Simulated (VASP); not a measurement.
# Cl (Cmce) in VASP: notebook, part 2 of 2

VASP 6.6.1.

## 4. Single point, PBEsol (strained)

Input file INCAR:

```
SYSTEM = Cl
  PREC = Accurate
  ENCUT = 500
  EDIFF = 1E-6
  ISMEAR = 0
  SIGMA = 0.02
  LREAL = .FALSE.
  LASPH = .TRUE.
  NELM = 120
  ALGO = Normal
  ISIF = 2
  LWAVE = .FALSE.
  LCHARG = .FALSE.
  GGA = PS
  NBANDS = 22
  GGA_COMPAT = .FALSE.
```

Input file KPOINTS:

```
regular mesh
0
G
  8 8 4
  0 0 0
```

Input file POSCAR:

```
Cl
1.0
    3.1180656000     -2.3003680000      0.0000000000
    3.1180656000      2.3003680000      0.0000000000
    0.0000000000      0.0000000000      8.2148178000
Cl
4
Direct
    0.1492612986      0.8507387014      0.0938817899
    0.6492612986      0.3507387014      0.4061182101
    0.8507387014      0.1492612986      0.9061182101
    0.3507387014      0.6492612986      0.5938817899
```

Potentials or basis: VASP PAW PBE potentials, release 64 (Cl).

Launch:

```sh
$ cat potpaw_PBE.64/Cl/POTCAR > POTCAR
$ mpirun -np 1 vasp_std > vasp.out
```

OUTCAR:

```text
SYSTEM = Cl
   PREC = Accurate
   ENCUT = 500
   EDIFF = 1E-6
   ISMEAR = 0
   LREAL = .FALSE.
   LASPH = .TRUE.
   NELM = 120
   ISIF = 2
   GGA = PS

 ion  position               nearest neighbor table
   1  0.149  0.851  0.094-   3 2.07
   2  0.649  0.351  0.406-   4 2.07
   3  0.851  0.149  0.906-   1 2.07
   4  0.351  0.649  0.594-   2 2.07

  LATTYP: Found a base centered orthorhombic cell.
 ALAT       =     4.6007360000
 B/A-ratio  =     1.3554638214
 C/A-ratio  =     1.7855442694

  Lattice vectors:

 A1 = (  -3.1180656000,  -2.3003680000,   0.0000000000)
 A2 = (   3.1180656000,  -2.3003680000,   0.0000000000)
 A3 = (   0.0000000000,   0.0000000000,   8.2148178000)

Analysis of symmetry for initial positions (statically):
=====================================================================
 Subroutine PRICEL returns:
 Original cell was already a primitive cell.

 Routine SETGRP: Setting up the symmetry group for a
 base centered orthorhombic supercell.

 Subroutine GETGRP returns: Found  8 space group operations
 (whereof  4 operations were pure point group operations)
 out of a pool of  8 trial point group operations.

[... 167 lines left out ...]

 E-fermi :  -0.5810     XC(G=0):  -7.8790

 val. band max:       -0.7367470126   @ k =   0.5000   0.5000   0.0000
 cond. band min:       1.4069186459   @ k =  -0.1250   0.1250   0.0000
 fundamental gap:      2.1436656584
 Fermi energy:        -0.5809788084

 k-point     1 :       0.0000    0.0000    0.0000
  band No.  band energies     occupation
      1     -17.0225      2.00000
      2     -16.8385      2.00000
      3     -13.3084      2.00000
      4     -12.8976      2.00000
      5      -5.7841      2.00000
      6      -5.2428      2.00000
[... 589 lines left out ...]
     21       9.3362      0.00000
     22       9.9275      0.00000

 [... further k-points ...]

------------------------ aborting loop because EDIFF is reached ----------------------------------------

  FORCE on cell =-STRESS in cart. coord.  units (eV):
  Direction    XX          YY          ZZ          XY          YZ          ZX
  --------------------------------------------------------------------------------------
  -------------------------------------------------------------------------------------
  Total        0.2560233     -2.5332443     -3.2943943      0.0000000      0.0000000      0.0000000
  in kB        3.4808044    -34.4411122    -44.7894431      0.0000000      0.0000000      0.0000000
  external PRESSURE =     -25.2499170 kB  Pullay stress =       0.0000000 kB

 VOLUME and BASIS-vectors are now :
 -----------------------------------------------------------------------------
  energy-cutoff  :      500.00
  volume of cell :      117.84
      direct lattice vectors                 reciprocal lattice vectors
     3.118065600 -2.300368000  0.000000000     0.160355831 -0.217356527  0.000000000
     3.118065600  2.300368000  0.000000000     0.160355831  0.217356527  0.000000000
     0.000000000  0.000000000  8.214817800     0.000000000  0.000000000  0.121731245

 POSITION                                       TOTAL-FORCE (eV/Angst)
 -----------------------------------------------------------------------------------
      3.11807      1.61366      0.77122         0.000000      0.847110     -0.677926
      3.11807     -0.68671      3.33619         0.000000      0.847110      0.677926
      3.11807     -1.61366      7.44360         0.000000     -0.847110      0.677926
      3.11807      0.68671      4.87863         0.000000     -0.847110     -0.677926
 -----------------------------------------------------------------------------------
    total drift:                                0.000000     -0.000000      0.000000

  FREE ENERGIE OF THE ION-ELECTRON SYSTEM (eV)
  ---------------------------------------------------
  free  energy   TOTEN  =        -7.8265604367 eV

  energy  without entropy=       -7.8265604367  energy(sigma->0) =       -7.82656044
```

It took 89 s on 1 thread of Intel Xeon 6975P-C (Granite Rapids), shared host; peak memory 0.25 GiB.

What came out:

```yaml
Free_energy: -7.8266 eV
Pressure: -2.5 GPa
Largest_force: 1.085 eV/Å
Band_gap_on_the_k_mesh: 2.14 eV (least direct gap 2.26 eV)
```

Forces in eV/Å, atoms in the order of the input:
```
Cl   0.000  0.847 -0.678
Cl   0.000  0.847  0.678
Cl   0.000 -0.847  0.678
Cl   0.000 -0.847 -0.678
```

Stress tensor (GPa, compression positive):
```
 0.35  0.00  0.00
 0.00 -3.44  0.00
 0.00  0.00 -4.48
```

Levels at points of the mesh, in eV from the valence-band top:
| k point | band 11 | band 12 | band 13 | band 14 | band 15 | band 16 | band 17 | band 18 |
| --- | --- | --- | --- | --- | --- | --- | --- | --- |
| (0.00, 0.00, 0.00) | -0.80 | -0.70 | -0.36 | -0.23 | 2.23 | 2.59 | 6.79 | 7.97 |
| (0.50, 0.00, 0.00) | -0.50 | -0.50 | -0.20 | -0.20 | 2.47 | 2.47 | 8.38 | 8.38 |
| (0.50, 0.50, 0.00) | -0.95 | -0.83 | -0.58 | 0.00 | 2.26 | 2.27 | 8.70 | 8.75 |
| (0.00, 0.00, 0.50) | -0.82 | -0.82 | -0.30 | -0.30 | 2.33 | 2.33 | 7.47 | 7.47 |
| (0.50, 0.00, 0.50) | -0.50 | -0.50 | -0.04 | -0.04 | 2.41 | 2.41 | 8.56 | 8.56 |
| (0.50, 0.50, 0.50) | -0.83 | -0.83 | -0.40 | -0.40 | 2.20 | 2.20 | 9.05 | 9.05 |

Caveat: the cell differs from its parent crystal (strained); this functional lacks dispersion, which holds the molecules together, so the pressure and a relaxed volume are unreliable; the PAW data sets were made with another functional, which shifts forces and pressure a little.

## 5. Single point, PBEsol (strained)

Input file INCAR:

```
PREC     = Accurate       # precision mode
ENCUT    = 500            # plane-wave cutoff, eV
EDIFF    = 1E-6           # SCF threshold, eV
ISMEAR   = 0              # smearing method
SIGMA    = 0.02           # smearing width, eV
LREAL    = False          # projectors in reciprocal space
LASPH    = True           # aspherical terms in the spheres
NELM     = 120            # most SCF steps
ALGO     = Normal         # electronic algorithm
ISIF     = 2              # what is computed and relaxed
LWAVE    = False          # write WAVECAR
LCHARG   = True           # write CHGCAR
GGA      = PS             # functional
LELF     = True           # ELF
LVHAR    = True         
NBANDS   = 22             # bands
GGA_COMPAT= False
```

Input file KPOINTS:

```
regular mesh
0
Gamma
  8 8 4
```

Input file POSCAR:

```
Cl
1.0
    3.1393752000     -2.2423968000      0.0000000000
    3.1393752000      2.2423968000      0.0000000000
    0.0000000000      0.0000000000      9.0334664000
Cl
4
Direct
    0.1460974133      0.8539025867      0.1159233065
    0.6460974133      0.3539025867      0.3840766935
    0.8539025867      0.1460974133      0.8840766935
    0.3539025867      0.6460974133      0.6159233065
```

Launch:

```sh
$ cat potpaw_PBE.64/Cl/POTCAR > POTCAR
$ mpirun -np 1 vasp_std > vasp.out
```

Run time: 2.7 min. Hardware: 1 thread of Intel Xeon 6975P-C (Granite Rapids), shared host; peak memory 0.27 GiB.

The run converged. Its results:

```yaml
Free_energy: -6.0603 eV
Pressure: -7.3 GPa
Largest_force: 2.212 eV/Å
Band_gap_on_the_k_mesh: 0.61 eV (least direct gap 0.62 eV)
```

Forces in eV/Å, atoms in the order of the input:
```
Cl   0.000  1.349 -1.753
Cl   0.000  1.349  1.753
Cl   0.000 -1.349  1.753
Cl   0.000 -1.349 -1.753
```

Stress tensor (GPa, compression positive):
```
  0.23   0.00   0.00
  0.00  -7.11   0.00
  0.00   0.00 -14.92
```

Levels at points of the mesh, in eV from the valence-band top:
| k point | band 12 | band 13 | band 14 | band 15 | band 16 | band 17 |
| --- | --- | --- | --- | --- | --- | --- |
| (0.00, 0.00, 0.00) | -0.33 | -0.06 | 0.00 | 0.62 | 1.19 | 7.26 |
| (0.50, 0.00, 0.00) | -0.79 | -0.21 | -0.21 | 1.09 | 1.09 | 9.03 |
| (0.50, 0.50, 0.00) | -0.91 | -0.44 | -0.21 | 0.61 | 0.96 | 8.87 |
| (0.00, 0.00, 0.50) | -0.66 | -0.03 | -0.03 | 0.87 | 0.87 | 7.86 |
| (0.50, 0.00, 0.50) | -0.50 | -0.07 | -0.07 | 0.88 | 0.88 | 9.29 |
| (0.50, 0.50, 0.50) | -0.77 | -0.58 | -0.58 | 0.78 | 0.78 | 9.30 |

Caveat: the cell differs from its parent crystal (strained); the stress differs along the axes, from -15 to 0 GPa; semilocal functionals underestimate gaps, and a narrow one can read as zero; this functional lacks dispersion, which holds the molecules together, so the pressure and a relaxed volume are unreliable; the PAW data sets were made with another functional, which shifts forces and pressure a little.

## 6. Single point, PBEsol (strained)

Input file INCAR:

```
SYSTEM = Cl
ALGO     = Normal         ! electronic algorithm
EDIFF    = 1E-6           ! SCF threshold, eV
ENCUT    = 500            ! plane-wave cutoff, eV
GGA      = PS             ! functional
GGA_COMPAT= .False.      
ISIF     = 2              ! what is computed and relaxed
ISMEAR   = 0              ! smearing method
LASPH    = .True.         ! aspherical terms in the spheres
LCHARG   = .False.        ! write CHGCAR
LREAL    = .False.        ! projectors in reciprocal space
LWAVE    = .False.        ! write WAVECAR
NBANDS   = 22             ! bands
NELM     = 120            ! most SCF steps
PREC     = Accurate       ! precision mode
SIGMA    = 0.02           ! smearing width, eV
```

Input file KPOINTS:

```
k-points
0
Gamma
  8 8 4
  0 0 0
```

Input file POSCAR:

```
Cl
1.0
    3.1288296000     -2.2970752000      0.0000000000
    3.1288296000      2.2970752000      0.0000000000
    0.0000000000      0.0000000000      9.1203616000
Cl
4
Direct
    0.0879618746      0.9120381254      0.1199046753
    0.5879618746      0.4120381254      0.3800953247
    0.9120381254      0.0879618746      0.8800953247
    0.4120381254      0.5879618746      0.6199046753
```

Potentials or basis: VASP PAW PBE potentials, release 64 (Cl).

Launch:

```sh
$ cat potpaw_PBE.64/Cl/POTCAR > POTCAR
$ mpirun -np 1 vasp_std > vasp.out
```

Run time: 2.5 min. Hardware: 1 thread of Intel Xeon 6975P-C (Granite Rapids), shared host; peak memory 0.27 GiB.

It converged, with:

```
Free energy            : -6.7247 eV
Pressure               : -6.2 GPa
Largest force          : 2.402 eV/Å
Band gap on the k mesh : 0.64 eV
```

Forces in eV/Å, atoms in the order of the input:
```
Cl   0.000  0.843 -2.249
Cl   0.000  0.843  2.249
Cl   0.000 -0.843  2.249
Cl   0.000 -0.843 -2.249
```

Stress tensor (GPa, compression positive):
```
  0.14   0.00   0.00
  0.00  -3.45   0.00
  0.00   0.00 -15.33
```

Levels at points of the mesh, in eV from the valence-band top:
| k point | band 10 | band 11 | band 12 | band 13 | band 14 | band 15 | band 16 | band 17 | band 18 | band 19 |
| --- | --- | --- | --- | --- | --- | --- | --- | --- | --- | --- |
| (0.00, 0.00, 0.00) | -1.17 | -0.73 | -0.10 | 0.00 | 0.00 | 0.64 | 1.56 | 6.85 | 7.38 | 9.38 |
| (0.50, 0.00, 0.00) | -1.38 | -1.02 | -1.02 | -0.21 | -0.21 | 1.37 | 1.37 | 8.73 | 8.73 | 10.30 |
| (0.50, 0.50, 0.00) | -1.69 | -1.30 | -1.07 | -0.33 | -0.20 | 0.83 | 1.38 | 8.43 | 8.65 | 9.19 |
| (0.00, 0.00, 0.50) | -1.21 | -0.38 | -0.38 | -0.05 | -0.05 | 1.12 | 1.12 | 7.29 | 7.29 | 9.34 |
| (0.50, 0.00, 0.50) | -1.41 | -0.70 | -0.70 | -0.14 | -0.14 | 1.18 | 1.18 | 8.96 | 8.96 | 9.79 |
| (0.50, 0.50, 0.50) | -2.01 | -0.74 | -0.74 | -0.62 | -0.62 | 1.12 | 1.12 | 8.79 | 8.79 | 10.06 |

Caveat: the cell differs from its parent crystal (strained); the stress differs along the axes, from -15 to 0 GPa; semilocal functionals underestimate gaps, and a narrow one can read as zero; this functional lacks dispersion, which holds the molecules together, so the pressure and a relaxed volume are unreliable; the PAW data sets were made with another functional, which shifts forces and pressure a little.

## 7. Single point, r2SCAN (strained)

Input file POSCAR:

```
Cl
1.0
    3.1897320000     -2.2700608000      0.0000000000
    3.1897320000      2.2700608000      0.0000000000
    0.0000000000      0.0000000000      7.9120888000
Cl
4
Direct
    0.1234835316      0.8765164684      0.1008363445
    0.6234835316      0.3765164684      0.3991636555
    0.8765164684      0.1234835316      0.8991636555
    0.3765164684      0.6234835316      0.6008363445
```

Input file INCAR.step1:

```
PREC     = Accurate       # precision mode
ENCUT    = 550            # plane-wave cutoff, eV
ISMEAR   = 0              # smearing method
SIGMA    = 0.02           # smearing width, eV
LREAL    = False          # projectors in reciprocal space
LASPH    = True           # aspherical terms in the spheres
NELM     = 120            # most SCF steps
NBANDS   = 22             # bands
GGA      = PE             # functional
ALGO     = Normal         # electronic algorithm
EDIFF    = 1E-5           # SCF threshold, eV
LWAVE    = True           # write WAVECAR
LCHARG   = False          # write CHGCAR
GGA_COMPAT= False
```

Input file INCAR.step2:

```
PREC     = Accurate       # precision mode
ENCUT    = 550            # plane-wave cutoff, eV
EDIFF    = 1E-6           # SCF threshold, eV
ISMEAR   = 0              # smearing method
SIGMA    = 0.02           # smearing width, eV
LREAL    = False          # projectors in reciprocal space
LASPH    = True           # aspherical terms in the spheres
NELM     = 120            # most SCF steps
ALGO     = Normal         # electronic algorithm
ISIF     = 2              # what is computed and relaxed
LWAVE    = False          # write WAVECAR
LCHARG   = False          # write CHGCAR
METAGGA  = R2SCAN         # meta-GGA
LMIXTAU  = True         
NBANDS   = 22             # bands
ISTART   = 1            
GGA_COMPAT= False
```

Input file KPOINTS:

```
regular mesh
0
Gamma
  8 8 4
```

Launch:

```sh
$ cat potpaw_PBE.64/Cl/POTCAR > POTCAR
$ cp INCAR.step1 INCAR
$ mpirun -np 1 vasp_std > vasp.out
$ cp INCAR.step2 INCAR
$ mpirun -np 1 vasp_std > vasp.out
```

Run time: 9 min. Hardware: 1 thread of Intel Xeon 6975P-C (Granite Rapids), shared host; peak memory 0.29 GiB.

Results (log left out):

```yaml
Free_energy: -24.5568 eV
Pressure: 1.5 GPa
Largest_force: 0.891 eV/Å
Band_gap_on_the_k_mesh: 3.29 eV (least direct gap 3.37 eV)
```

Forces on the atoms (eV/Å):
```
Cl   0.000 -0.509  0.731
Cl   0.000 -0.509 -0.731
Cl   0.000  0.509 -0.731
Cl   0.000  0.509  0.731
```

Stress tensor (GPa, compression positive):
```
-0.11  0.00  0.00
 0.00  1.33  0.00
 0.00  0.00  3.23
```

Levels at points of the mesh, in eV from the valence-band top:
| k point | band 10 | band 11 | band 12 | band 13 | band 14 | band 15 | band 16 | band 17 | band 18 | band 19 |
| --- | --- | --- | --- | --- | --- | --- | --- | --- | --- | --- |
| (0.00, 0.00, 0.00) | -2.77 | -0.85 | -0.38 | -0.26 | -0.16 | 3.30 | 3.80 | 7.34 | 7.84 | 9.29 |
| (0.50, 0.00, 0.00) | -3.02 | -0.57 | -0.57 | -0.25 | -0.25 | 3.63 | 3.63 | 8.64 | 8.64 | 10.57 |
| (0.50, 0.50, 0.00) | -3.37 | -1.09 | -1.05 | -0.33 | 0.00 | 3.37 | 3.49 | 8.95 | 9.20 | 9.22 |
| (0.00, 0.00, 0.50) | -2.77 | -0.71 | -0.71 | -0.21 | -0.21 | 3.40 | 3.40 | 7.93 | 7.93 | 10.30 |
| (0.50, 0.00, 0.50) | -3.05 | -0.51 | -0.51 | -0.08 | -0.08 | 3.56 | 3.56 | 8.89 | 8.89 | 10.42 |
| (0.50, 0.50, 0.50) | -3.31 | -0.77 | -0.77 | -0.52 | -0.52 | 3.31 | 3.31 | 9.47 | 9.47 | 10.43 |

Caveat: the cell differs from its parent crystal (strained); the PAW data sets were made with another functional, which shifts forces and pressure a little.

## 8. Summary

| task | level | cell | cutoff (eV) | gap on the mesh (eV) | pressure (GPa) | largest force (eV/Å) |
| --- | --- | --- | --- | --- | --- | --- |
| single point | PBEsol | a = 3.950, b = 3.950, c = 8.011 Å, angles 90.0, 90.0, 58.8°, 4 atoms, atomic positions A | 520 | 2.06 | -0.3 | 0.14 |
| relaxation of cell and atoms | PBEsol | relaxed from a = 3.841, b = 3.841, c = 8.260 Å, angles 90.0, 90.0, 71.4°, 4 atoms, atomic positions B | 600 | 2.14 | 0.0 | - |
| single point | PBEsol | a = 3.875, b = 3.875, c = 8.215 Å, angles 90.0, 90.0, 72.8°, 4 atoms, atomic positions C | 500 | 2.14 | -2.5 | 1.08 |
| single point | PBEsol | a = 3.858, b = 3.858, c = 9.033 Å, angles 90.0, 90.0, 71.1°, 4 atoms, atomic positions D | 500 | 0.61 | -7.3 | 2.21 |
| single point | PBEsol | a = 3.882, b = 3.882, c = 9.120 Å, angles 90.0, 90.0, 72.6°, 4 atoms, atomic positions E | 500 | 0.64 | -6.2 | 2.40 |
| single point | r2SCAN | a = 3.915, b = 3.915, c = 7.912 Å, angles 90.0, 90.0, 70.9°, 4 atoms, atomic positions F | 550 | 3.29 | 1.5 | 0.89 |

Alike in all rows: potentials or basis VASP PAW PBE potentials, release 64 (Cl); no spin polarisation; k mesh 8 × 8 × 4; smearing gaussian 0.02 eV.

Caveats: the PAW data sets were made with another functional, which shifts forces and pressure a little; this functional lacks dispersion, which holds the molecules together, so the pressure and a relaxed volume are unreliable (at least some runs); the stress differs along the axes, from -15 to 0 GPa (at least some runs); semilocal functionals underestimate gaps, and a narrow one can read as zero (at least some runs).

Absolute energies hang on the potentials; compare differences alone.
